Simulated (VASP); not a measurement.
# HfO2 (R-3m) in VASP: notebook

Runs on HfO2. Level: PBE. Tasks: single point.

Everything below comes from runs of VASP 6.6.1. Logs are shortened: lines on timing, memory, paths and dates and some standing lists are left out, and cuts for length are marked.

## 1. The cell of the first run

It takes space group R-3m (No. 166, trigonal). Conventional cell: a = 3.404 Å, b = 3.404 Å, c = 10.004 Å, α = 90.00°, β = 90.00°, γ = 120.00°. Within 2.8 Å of Hf (site symmetry -3m) lie 8 O at 2.13 to 2.50 Å. Within 2.8 Å of O (site symmetry 3m) lie 4 Hf at 2.13 to 2.50 Å and 6 O at 2.58 Å.

## 2. Single point, PBE

File INCAR:

```
  ALGO = Normal
  EDIFF = 1E-7
  ENCUT = 520
  GGA = PE
  ISIF = 2
  ISMEAR = 0
  LASPH = True
  LCHARG = False
  LREAL = False
  LWAVE = False
  NBANDS = 18
  NELM = 100
  PREC = Accurate
  SIGMA = 0.05
```

File KPOINTS:

```
k-points
0
Gamma
  8 8 8
```

File POSCAR:

```
HfO2
1.0
    0.3208932858      2.7275929297      2.7275929297
    2.7275929297      0.3208932858      2.7275929297
    2.7275929297      2.7275929297      0.3208932858
Hf O
1 2
Direct
    0.0000000000      0.0000000000      0.0000000000
    0.2500000000      0.2500000000      0.2500000000
    0.7500000000      0.7500000000      0.7500000000
```

Potentials or basis: VASP PAW PBE potentials, release 64 (Hf_pv, O).

On the command line:

```console
$ cat potpaw_PBE.64/Hf_pv/POTCAR potpaw_PBE.64/O/POTCAR > POTCAR
$ mpirun -np 1 vasp_std > vasp.out
```

OUTCAR:

```text
EDIFF = 1E-7
   ENCUT = 520
   GGA = PE
   ISIF = 2
   ISMEAR = 0
   LASPH = True
   LREAL = False
   NELM = 100
   PREC = Accurate

 ion  position               nearest neighbor table
   1  0.000  0.000  0.000-   3 2.13   3 2.13   3 2.13   2 2.13   2 2.13   2 2.13   3 2.50   2 2.50

   2  0.250  0.250  0.250-   1 2.13   1 2.13   1 2.13   1 2.50
   3  0.750  0.750  0.750-   1 2.13   1 2.13   1 2.13   1 2.50

  LATTYP: Found a trigonal (rhomboedric) cell.
 ALAT       =     3.8707233021
 COS(alpha) =     0.6134020618

  Lattice vectors:

 A1 = (   0.3208932858,   2.7275929297,   2.7275929297)
 A2 = (   2.7275929297,   0.3208932858,   2.7275929297)
 A3 = (   2.7275929297,   2.7275929297,   0.3208932858)

Analysis of symmetry for initial positions (statically):
=====================================================================
 Subroutine PRICEL returns:
 Original cell was already a primitive cell.

 Routine SETGRP: Setting up the symmetry group for a
 trigonal (rhombohedral) supercell.

 Subroutine GETGRP returns: Found 12 space group operations
 (whereof 12 operations were pure point group operations)
 out of a pool of 12 trial point group operations.

The static configuration has the point symmetry D_3d.

Analysis of symmetry for dynamics (positions and initial velocities):
=====================================================================
 Subroutine PRICEL returns:
 Original cell was already a primitive cell.

 Routine SETGRP: Setting up the symmetry group for a
 trigonal (rhombohedral) supercell.

 Subroutine GETGRP returns: Found 12 space group operations
 (whereof 12 operations were pure point group operations)
 out of a pool of 12 trial point group operations.

The dynamic configuration has the point symmetry D_3d.

 Subroutine INISYM returns: Found 12 space group operations
 (whereof 12 operations are pure point group operations),
 and found     1 'primitive' translations

----------------------------------------------------------------------------------------

                                     Primitive cell

  volume of cell :      33.4562

  direct lattice vectors                    reciprocal lattice vectors
     0.320893286  2.727592930  2.727592930    -0.219295241  0.196211531  0.196211531
     2.727592930  0.320893286  2.727592930     0.196211531 -0.219295241  0.196211531
     2.727592930  2.727592930  0.320893286     0.196211531  0.196211531 -0.219295241

  length of vectors
     3.870723302  3.870723302  3.870723302     0.353678290  0.353678290  0.353678290

  position of ions in fractional coordinates (direct lattice)
     0.000000000  0.000000000  0.000000000
     0.250000000  0.250000000  0.250000000
     0.750000000  0.750000000  0.750000000

  ion indices of the primitive-cell ions
   primitive index   ion index
                 1           1
                 2           2
                 3           3

----------------------------------------------------------------------------------------

 KPOINTS: k-points

Automatic generation of k-mesh.
 Grid dimensions read from file:
 generate k-points for:    8    8    8

 Generating k-lattice:

  Cartesian coordinates                     Fractional coordinates (reciprocal lattice)
    -0.027411905  0.024526441  0.024526441     0.125000000  0.000000000  0.000000000
     0.024526441 -0.027411905  0.024526441     0.000000000  0.125000000  0.000000000
     0.024526441  0.024526441 -0.027411905     0.000000000  0.000000000  0.125000000

  Length of vectors
     0.044209786  0.044209786  0.044209786

  Shift w.r.t. Gamma in fractional coordinates (k-lattice)
     0.000000000  0.000000000  0.000000000

 Subroutine IBZKPT returns following result:
 ===========================================

 Found     65 irreducible k-points:

 Following reciprocal coordinates:
            Coordinates               Weight
  0.000000  0.000000  0.000000      1.000000
  0.125000 -0.000000 -0.000000      6.000000
  0.250000 -0.000000 -0.000000      6.000000
  0.375000 -0.000000 -0.000000      6.000000
  0.500000 -0.000000 -0.000000      3.000000
  0.125000  0.125000 -0.000000      6.000000
[... 16 lines left out ...]
  0.250000  0.125000  0.125000      6.000000
  0.375000  0.125000  0.125000      6.000000
 [... further k-points ...]
   k-points           NKPTS =     65   k-points in BZ     NKDIM =     65   number of bands    NBANDS=     18
   number of dos      NEDOS =    301   number of ions     NIONS =      3
   total plane-waves  NPLWV =  27000
   dimension x,y,z NGX =    30 NGY =   30 NGZ =   30
   dimension x,y,z NGXF=    60 NGYF=   60 NGZF=   60
   ions per type =               1   2
   NGX,Y,Z   is equivalent  to a cutoff of  12.88, 12.88, 12.88 a.u.
   NGXF,Y,Z  is equivalent  to a cutoff of  25.77, 25.77, 25.77 a.u.
 SYSTEM =  unknown system
   PREC   = accura    normal or accurate (medium, high low for compatibility)
   ISTART =      0    job   : 0-new  1-cont  2-samecut
   ICHARG =      2    charge: 1-file 2-atom 10-const
   ISPIN  =      1    spin polarized calculation?
   LNONCOLLINEAR =      F non collinear calculations
   LSORBIT =      F    spin-orbit coupling
   LASPH  =      T    aspherical Exc in radial PAW
   ENCUT  =  520.0 eV  38.22 Ry    6.18 a.u.   7.20  7.20  7.20*2*pi/ulx,y,z
   NELM   =    100;   NELMIN=  2; NELMDL= -5     # of ELM steps
   EDIFF  = 0.1E-06   stopping-criterion for ELM
   LREAL  =      F    real-space projection
   EDIFFG = 0.1E-05   stopping-criterion for IOM
   NSW    =      0    number of steps for IOM
   IBRION =     -1    ionic relax: 0-MD 1-quasi-New 2-CG
   NFREE  =      0    steps in history (QN), initial steepest desc. (CG)
   ISIF   =      2    stress and relaxation
   ISYM   =      2    0-nonsym 1-usesym 2-fastsym
   POTIM  = 0.5000    time-step for ionic-motion
   TEBEG  =    0.0;   TEEND  =   0.0 temperature during run
   PSTRESS=    0.0 pullay stress
   NELECT =      22.0000    total number of electrons
   NUPDOWN=      -1.0000    fix difference up-down
   EMIN   =  10.00;   EMAX   =-10.00  energy-range for DOS
   EFERMI =   0.00;   METHOD = LEGACY
   ISMEAR =     0;   SIGMA  =   0.05  broadening in eV -4-tet -1-fermi 0-gaus
   EFERMI_NEDOS =   21; number of points for ismear=-14 and -15
   IALGO  =     38    algorithm
   IMIX   =      4    mixing-type and parameters
     AMIX     =   0.40;   BMIX     =  1.00
     AMIX_MAG =   1.60;   BMIX_MAG =  1.00
  volume/ion in A,a.u.               =      11.15        75.26
  Fermi-wavevector in a.u.,A,eV,Ry     =   1.423607  2.690227 27.574337  2.026657
  Thomas-Fermi vector in A             =   2.544186
   LORBIT       =      0    0 simple, 1 ext, 2 COOP (PROOUT), +10 PAW based schemes
   GGA     = PE    functional components
   LHFCALC =     F    Hartree Fock is set to
   AEXX    =    0.0000 exact exchange contribution
   IVDW    =     0    specifies the selected vdW correction
   LEPSILON=     F    determine dielectric tensor
   LRPA    =     F    only Hartree local field effects (RPA)
 non-spin polarized calculation
 Gauss-broadening in eV      SIGMA  =   0.05
  energy-cutoff  :      520.00
  volume of cell :       33.46
 maximum number of plane-waves:       915
 NGX is ok and might be reduce to    30

 number of electron      22.0000003 magnetization

 Free energy of the ion-electron system (eV)
  ---------------------------------------------------
  ext. energy  EPLUGINS =         0.00000000
  ---------------------------------------------------
  free energy    TOTEN  =       -30.00157473 eV

  energy without entropy =      -30.00157473  energy(sigma->0) =      -30.00157473

 E-fermi :   4.1663     XC(G=0): -11.6769

 val. band max:        3.8176735471   @ k =   0.5000   0.5000  -0.0000
 cond. band min:       7.7581880155   @ k =   0.5000   0.5000  -0.0000
 fundamental gap:      3.9405144684
 Fermi energy:         4.1662841513

 k-point     1 :       0.0000    0.0000    0.0000
  band No.  band energies     occupation
      1     -25.8713      2.00000
      2     -25.6687      2.00000
      3     -25.6687      2.00000
      4     -14.6213      2.00000
      5     -11.7215      2.00000
      6      -1.4552      2.00000
[... 10 lines left out ...]
     17      14.5939      0.00000
     18      15.5931      0.00000

 k-point     2 :       0.1250   -0.0000   -0.0000
  band No.  band energies     occupation
      1     -25.8672      2.00000
      2     -25.7574      2.00000
      3     -25.6828      2.00000
      4     -14.3848      2.00000
      5     -11.9124      2.00000
      6      -1.2546      2.00000
[... 10 lines left out ...]
     17      14.4141      0.00000
     18      16.4553      0.00000

 k-point     3 :       0.2500   -0.0000   -0.0000
  band No.  band energies     occupation
      1     -25.9639      2.00000
      2     -25.8551      2.00000
      3     -25.7167      2.00000
      4     -13.8462      2.00000
      5     -12.2743      2.00000
      6      -0.8198      2.00000
[... 10 lines left out ...]
     17      14.0648      0.00000
     18      17.1329      0.00000

 k-point     4 :       0.3750   -0.0000   -0.0000
  band No.  band energies     occupation
      1     -26.1563      2.00000
      2     -25.8444      2.00000
      3     -25.7503      2.00000
      4     -13.4966      2.00000
      5     -12.3590      2.00000
      6      -0.4020      2.00000
[... 375 lines left out ...]
      4     -14.4988      2.00000
      5     -11.8301      2.00000
      6      -1.1613      2.00000
[... 10 lines left out ...]
     17      14.4039      0.00000
     18      15.7610      0.00000

 k-point    23 :       0.2500    0.1250    0.1250
  band No.  band energies     occupation
      1     -25.9152      2.00000
      2     -25.7602      2.00000
      3     -25.6841      2.00000
      4     -14.2030      2.00000
      5     -12.0520      2.00000
      6      -1.1599      2.00000
[... 10 lines left out ...]
     17      14.3791      0.00000
     18      16.4366      0.00000

 k-point    24 :       0.3750    0.1250    0.1250
  band No.  band energies     occupation
      1     -25.9751      2.00000
      2     -25.8933      2.00000
      3     -25.7180      2.00000
      4     -13.6889      2.00000
      5     -12.3432      2.00000
      6      -0.9994      2.00000
[... 10 lines left out ...]
     17      14.1778      0.00000
     18      17.1509      0.00000

 [... further k-points ...]

------------------------ aborting loop because EDIFF is reached ----------------------------------------

  FORCE on cell =-STRESS in cart. coord.  units (eV):
  Direction    XX          YY          ZZ          XY          YZ          ZX
  --------------------------------------------------------------------------------------
  -------------------------------------------------------------------------------------
  Total        0.3587600      0.3587600      0.3587600     -0.9645901     -0.9645901     -0.9645901
  in kB       17.1805736     17.1805736     17.1805736    -46.1930289    -46.1930289    -46.1930289
  external PRESSURE =      17.1805736 kB  Pullay stress =       0.0000000 kB

 VOLUME and BASIS-vectors are now :
 -----------------------------------------------------------------------------
  energy-cutoff  :      520.00
  volume of cell :       33.46
      direct lattice vectors                 reciprocal lattice vectors
     0.320893286  2.727592930  2.727592930    -0.219295241  0.196211531  0.196211531
     2.727592930  0.320893286  2.727592930     0.196211531 -0.219295241  0.196211531
     2.727592930  2.727592930  0.320893286     0.196211531  0.196211531 -0.219295241

 POSITION                                       TOTAL-FORCE (eV/Angst)
 -----------------------------------------------------------------------------------
      0.00000      0.00000      0.00000         0.000000      0.000000      0.000000
      1.44402      1.44402      1.44402        -0.205783     -0.205783     -0.205783
      4.33206      4.33206      4.33206         0.205783      0.205783      0.205783
 -----------------------------------------------------------------------------------
    total drift:                                0.000000     -0.000000      0.000000

  FREE ENERGIE OF THE ION-ELECTRON SYSTEM (eV)
  ---------------------------------------------------
  free  energy   TOTEN  =       -30.0015747306 eV

  energy  without entropy=      -30.0015747306  energy(sigma->0) =      -30.00157473
```

Run time: 24 s. Hardware: 1 thread of Intel Xeon 6975P-C (Granite Rapids), shared host; peak memory 0.19 GiB.

What came out:

* Free energy: -30.0016 eV
* Pressure: 1.7 GPa
* Largest force: 0.356 eV/Å
* Band gap on the k mesh: 3.94 eV

Forces on the atoms (eV/Å):
```
Hf   0.000  0.000  0.000
O   -0.206 -0.206 -0.206
O    0.206  0.206  0.206
```

Caveat: spin-orbit coupling is left out, which moves the levels of the heavy elements.

## 3. Single point, PBE

This run uses another cell than the first one, of the same volume but with other edges.

File INCAR:

```
SYSTEM = HfO2
PREC     = Accurate       ! precision mode
ENCUT    = 520            ! plane-wave cutoff, eV
EDIFF    = 1E-6           ! SCF threshold, eV
ISMEAR   = 0              ! smearing method
SIGMA    = 0.05           ! smearing width, eV
LREAL    = .False.        ! projectors in reciprocal space
LASPH    = .True.         ! aspherical terms in the spheres
NELM     = 60             ! most SCF steps
ALGO     = Normal         ! electronic algorithm
ISIF     = 2              ! what is computed and relaxed
LWAVE    = .False.        ! write WAVECAR
LCHARG   = .True.         ! write CHGCAR
GGA      = PE             ! functional
LELF     = .True.         ! ELF
LVHAR    = .True.       
NBANDS   = 18             ! bands
```

File KPOINTS:

```
Automatic mesh
0
Gamma
  8 8 8
  0 0 0
```

File POSCAR:

```
HfO2
1.0
    1.0000140832      3.1429014044      3.1429014044
    3.1429014044      1.0000140832      3.1429014044
    3.1429014044      3.1429014044      1.0000140832
Hf O
1 2
Direct
    0.0000000000      0.0000000000      0.0000000000
    0.2500000000      0.2500000000      0.2500000000
    0.7500000000      0.7500000000      0.7500000000
```

Potentials or basis: VASP PAW PBE potentials, release 64 (Hf_pv, O).

On the command line:

```console
$ cat potpaw_PBE.64/Hf_pv/POTCAR potpaw_PBE.64/O/POTCAR > POTCAR
$ mpirun -np 1 vasp_std > vasp.out
```

It took 30 s on 1 thread of Intel Xeon 6975P-C (Granite Rapids), shared host; peak memory 0.22 GiB.

It converged, with:

```yaml
Free_energy: -29.0924 eV
Pressure: 33.6 GPa
Largest_force: 0.313 eV/Å
Band_gap_on_the_k_mesh: 3.50 eV (least direct gap 4.14 eV)
```

Forces in eV/Å, atoms in the order of the input:
```
Hf   0.000  0.000  0.000
O    0.181  0.181  0.181
O   -0.181 -0.181 -0.181
```

Stress tensor (GPa, compression positive):
```
 33.61 -12.14 -12.14
-12.14  33.61 -12.14
-12.14 -12.14  33.61
```

Levels at points of the mesh, in eV from the valence-band top:
| k point | band 9 | band 10 | band 11 | band 12 | band 13 | band 14 |
| --- | --- | --- | --- | --- | --- | --- |
| (0.00, 0.00, 0.00) | -0.55 | -0.55 | 0.00 | 5.08 | 5.08 | 6.77 |
| (0.50, 0.00, 0.00) | -2.38 | -1.02 | -0.87 | 4.75 | 7.38 | 8.16 |
| (0.50, 0.50, 0.00) | -1.45 | -1.40 | -0.64 | 3.50 | 7.40 | 8.19 |
| (0.50, 0.50, 0.50) | -2.45 | -0.81 | -0.81 | 5.23 | 5.23 | 6.02 |

Caveat: the cell stands under pressure; spin-orbit coupling is left out, which moves the levels of the heavy elements. A k mesh can miss the band edges.
